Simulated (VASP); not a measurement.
# Sn (P6_3/mmc) in VASP: a series of runs

Sn is run at these levels: LDA; tasks: single point.

Program: VASP 6.6.1. These are calculated values, not measurements. Logs are shortened: lines on timing, memory, paths and dates and some standing lists are left out, and cuts for length are marked.

### 1 The cell of the first run

Symmetry: P6_3/mmc, No. 194, hexagonal system. Conventional cell: a = 3.149 Å, b = 3.149 Å, c = 5.240 Å, α = 90.00°, β = 90.00°, γ = 120.00°. Within 4.1 Å of Sn (site symmetry -6m2) lie 12 Sn at 3.15 to 3.19 Å.

This isn't the form of Sn at room conditions, which is tetragonal (white tin).

### 2 Single point, LDA (22.51 Å³/atom)

Contents of INCAR:

```
SYSTEM = Sn
PREC     = Accurate       ! precision mode
ENCUT    = 520            ! plane-wave cutoff, eV
EDIFF    = 1E-6           ! SCF threshold, eV
ISMEAR   = -1             ! smearing method
SIGMA    = 0.1            ! smearing width, eV
LREAL    = .False.        ! projectors in reciprocal space
LASPH    = .True.         ! aspherical terms in the spheres
NELM     = 80             ! most SCF steps
ALGO     = Normal         ! electronic algorithm
ISIF     = 2              ! what is computed and relaxed
LWAVE    = .False.        ! write WAVECAR
LCHARG   = .False.        ! write CHGCAR
GGA      = CA             ! functional
NBANDS   = 21             ! bands
```

Contents of KPOINTS:

```
regular mesh
0
Gamma
  12 12 7
  0 0 0
```

Contents of POSCAR:

```
Sn
1.0
    3.1493439653      0.0000000000      0.0000000000
   -1.5746719827      2.7274118792      0.0000000000
    0.0000000000      0.0000000000      5.2401483559
Sn
2
Direct
    0.3333333333      0.6666666667      0.2500000000
    0.6666666667      0.3333333333      0.7500000000
```

Potentials or basis: VASP PAW LDA potentials, release 64 (Sn_d).

Command:

```
> cat potpaw_LDA.64/Sn_d/POTCAR > POTCAR
> mpirun -np 1 vasp_std > vasp.out
```

OUTCAR:

```text
SYSTEM = Sn
   PREC = Accurate
   ENCUT = 520
   EDIFF = 1E-6
   ISMEAR = -1
   LREAL = .False.
   LASPH = .True.
   NELM = 80
   ISIF = 2
   GGA = CA

 ion  position               nearest neighbor table
   1  0.333  0.667  0.250-   2 3.19   2 3.19   2 3.19   2 3.19   2 3.19   2 3.19
   2  0.667  0.333  0.750-   1 3.19   1 3.19   1 3.19   1 3.19   1 3.19   1 3.19

  LATTYP: Found a hexagonal cell.
 ALAT       =     3.1493439653
 C/A-ratio  =     1.6638856897

  Lattice vectors:

 A1 = (   3.1493439653,   0.0000000000,   0.0000000000)
 A2 = (  -1.5746719827,   2.7274118792,   0.0000000000)
 A3 = (   0.0000000000,   0.0000000000,   5.2401483559)

Analysis of symmetry for initial positions (statically):
=====================================================================
 Subroutine PRICEL returns:
 Original cell was already a primitive cell.

 Routine SETGRP: Setting up the symmetry group for a
 hexagonal supercell.

 Subroutine GETGRP returns: Found 24 space group operations
 (whereof 12 operations were pure point group operations)
 out of a pool of 24 trial point group operations.

The static configuration has the point symmetry D_3d.
 The point group associated with its full space group is D_6h.

Analysis of symmetry for dynamics (positions and initial velocities):
=====================================================================
 Subroutine PRICEL returns:
 Original cell was already a primitive cell.

 Routine SETGRP: Setting up the symmetry group for a
 hexagonal supercell.

 Subroutine GETGRP returns: Found 24 space group operations
 (whereof 12 operations were pure point group operations)
 out of a pool of 24 trial point group operations.

The dynamic configuration has the point symmetry D_3d.
 The point group associated with its full space group is D_6h.

 Subroutine INISYM returns: Found 24 space group operations
 (whereof 12 operations are pure point group operations),
 and found     1 'primitive' translations

----------------------------------------------------------------------------------------

                                     Primitive cell

  volume of cell :      45.0106

  direct lattice vectors                    reciprocal lattice vectors
     3.149343965  0.000000000  0.000000000     0.317526447  0.183323980  0.000000000
    -1.574671983  2.727411879  0.000000000     0.000000000  0.366647959  0.000000000
     0.000000000  0.000000000  5.240148356     0.000000000  0.000000000  0.190834292

  length of vectors
[... 80 lines left out ...]
   ENCUT  =  520.0 eV  38.22 Ry    6.18 a.u.   5.86  5.86  9.74*2*pi/ulx,y,z
   NELM   =     80;   NELMIN=  2; NELMDL= -5     # of ELM steps
   EDIFF  = 0.1E-05   stopping-criterion for ELM
   LREAL  =      F    real-space projection
   EDIFFG = 0.1E-04   stopping-criterion for IOM
   NSW    =      0    number of steps for IOM
   IBRION =     -1    ionic relax: 0-MD 1-quasi-New 2-CG
   NFREE  =      0    steps in history (QN), initial steepest desc. (CG)
   ISIF   =      2    stress and relaxation
   ISYM   =      2    0-nonsym 1-usesym 2-fastsym
   POTIM  = 0.5000    time-step for ionic-motion
   TEBEG  =    0.0;   TEEND  =   0.0 temperature during run
   PSTRESS=    0.0 pullay stress
   NELECT =      28.0000    total number of electrons
   NUPDOWN=      -1.0000    fix difference up-down
   EMIN   =  10.00;   EMAX   =-10.00  energy-range for DOS
   EFERMI =   0.00;   METHOD = LEGACY
   ISMEAR =    -1;   SIGMA  =   0.10  broadening in eV -4-tet -1-fermi 0-gaus
   EFERMI_NEDOS =   21; number of points for ismear=-14 and -15
   IALGO  =     38    algorithm
   IMIX   =      4    mixing-type and parameters
     AMIX     =   0.40;   BMIX     =  1.00
     AMIX_MAG =   1.60;   BMIX_MAG =  1.00
  volume/ion in A,a.u.               =      22.51       151.87
  Fermi-wavevector in a.u.,A,eV,Ry     =   1.397514  2.640918 26.572780  1.953044
  Thomas-Fermi vector in A             =   2.520762
   LORBIT       =      0    0 simple, 1 ext, 2 COOP (PROOUT), +10 PAW based schemes
   GGA     = CA    functional components
   LHFCALC =     F    Hartree Fock is set to
   AEXX    =    0.0000 exact exchange contribution
   IVDW    =     0    specifies the selected vdW correction
   LEPSILON=     F    determine dielectric tensor
   LRPA    =     F    only Hartree local field effects (RPA)
 non-spin polarized calculation
  energy-cutoff  :      520.00
  volume of cell :       45.01
 maximum number of plane-waves:      1232
 NGX is ok and might be reduce to    24
   NGX = 11   NGY = 11   NGZ = 19

 number of electron      28.0000012 magnetization

 Free energy of the ion-electron system (eV)
  ---------------------------------------------------
  ext. energy  EPLUGINS =         0.00000000
  ---------------------------------------------------
  free energy    TOTEN  =        -8.72166248 eV

  energy without entropy =       -8.68664743  energy(sigma->0) =       -8.70415495

 E-fermi :  10.3548     XC(G=0): -11.5220

 val. band max:       10.3508010832   @ k =   0.1667   0.1667   0.1429
 cond. band min:      10.3883845859   @ k =   0.2500   0.0000   0.1429
 fundamental gap:      0.0375835028
 Fermi energy:        10.3547501471

 k-point     1 :       0.0000    0.0000    0.0000
  band No.  band energies     occupation
      1     -11.2755      2.00000
      2     -11.2643      2.00000
      3     -11.2340      2.00000
      4     -11.2340      2.00000
      5     -11.2139      2.00000
      6     -11.2139      2.00000
[... 565 lines left out ...]
     20      19.8298      0.00000
     21      21.0144      0.00000

 [... further k-points ...]

------------------------ aborting loop because EDIFF is reached ----------------------------------------

  FORCE on cell =-STRESS in cart. coord.  units (eV):
  Direction    XX          YY          ZZ          XY          YZ          ZX
  --------------------------------------------------------------------------------------
  -------------------------------------------------------------------------------------
  Total        3.1643554      3.1643554      2.2906478     -0.0000000      0.0000000     -0.0000000
  in kB      112.6370930    112.6370930     81.5369552     -0.0000000      0.0000000     -0.0000000
  external PRESSURE =     102.2703804 kB  Pullay stress =       0.0000000 kB

 VOLUME and BASIS-vectors are now :
 -----------------------------------------------------------------------------
  energy-cutoff  :      520.00
  volume of cell :       45.01
      direct lattice vectors                 reciprocal lattice vectors
     3.149343965  0.000000000  0.000000000     0.317526447  0.183323980  0.000000000
    -1.574671983  2.727411879  0.000000000     0.000000000  0.366647959  0.000000000
     0.000000000  0.000000000  5.240148356     0.000000000  0.000000000  0.190834292

 POSITION                                       TOTAL-FORCE (eV/Angst)
 -----------------------------------------------------------------------------------
     -0.00000      1.81827      1.31004         0.000000     -0.000000      0.000000
      1.57467      0.90914      3.93011        -0.000000      0.000000      0.000000
 -----------------------------------------------------------------------------------
    total drift:                                0.000000     -0.000000      0.000000

  FREE ENERGIE OF THE ION-ELECTRON SYSTEM (eV)
  ---------------------------------------------------
  free  energy   TOTEN  =        -8.7216624805 eV

  energy  without entropy=       -8.6866474264  energy(sigma->0) =       -8.70415495
```

OSZICAR:

```text
N       E                     dE             d eps       ncg     rms          rms(c)
DAV:   1     0.223741410021E+03    0.22374E+03   -0.14791E+04  3258   0.227E+03
DAV:   2     0.141531513865E+02   -0.20959E+03   -0.20488E+03  3212   0.465E+02
DAV:   3    -0.811322022855E+01   -0.22266E+02   -0.22020E+02  3688   0.134E+02
DAV:   4    -0.875438446291E+01   -0.64116E+00   -0.64052E+00  3669   0.253E+01
DAV:   5    -0.877681487251E+01   -0.22430E-01   -0.22430E-01  4456   0.455E+00    0.272E+00
DAV:   6    -0.873844483847E+01    0.38370E-01   -0.36620E-02  4390   0.277E+00    0.147E+00
DAV:   7    -0.872242755725E+01    0.16017E-01   -0.19911E-02  4450   0.197E+00    0.145E-01
DAV:   8    -0.872166516927E+01    0.76239E-03   -0.16976E-03  4341   0.613E-01    0.209E-02
DAV:   9    -0.872166514941E+01    0.19857E-07   -0.36545E-05  4380   0.489E-02    0.111E-02
DAV:  10    -0.872166245015E+01    0.26993E-05   -0.11386E-06  2636   0.111E-02    0.199E-03
DAV:  11    -0.872166248045E+01   -0.30307E-07   -0.37915E-07  2271   0.934E-03
   1 F= -.87216625E+01 E0= -.87041550E+01  d E =-.350151E-01
```

stdout:

```text
POSCAR found type information on POSCAR Sn
 POSCAR found :  1 types and       2 ions
 scaLAPACK will be used
 LDA part: xc-table for (Slater(with rela. corr.)+CA(PZ))
 , standard interpolation
 POSCAR, INCAR and KPOINTS ok, starting setup
 FFT: planning ... GRIDC
 FFT: planning ... GRID_SOFT
 FFT: planning ... GRID
 WAVECAR not read
 entering main loop
```

Wall time 56 s (1 thread of Intel Xeon 8259CL, shared host); peak memory 0.18 GiB.

What came out:

* Free energy: -8.7217 eV
* Pressure: 10.2 GPa
* Band gap on the k mesh: zero (bands 14 and 15 overlap by 10.02 eV)

Caveat: the cell stands under pressure; spin-orbit coupling is left out, which moves the levels of the heavy elements.

[end of part 1 of 2]

The gap in the log of VASP goes by the Fermi energy; the results here count the filled bands.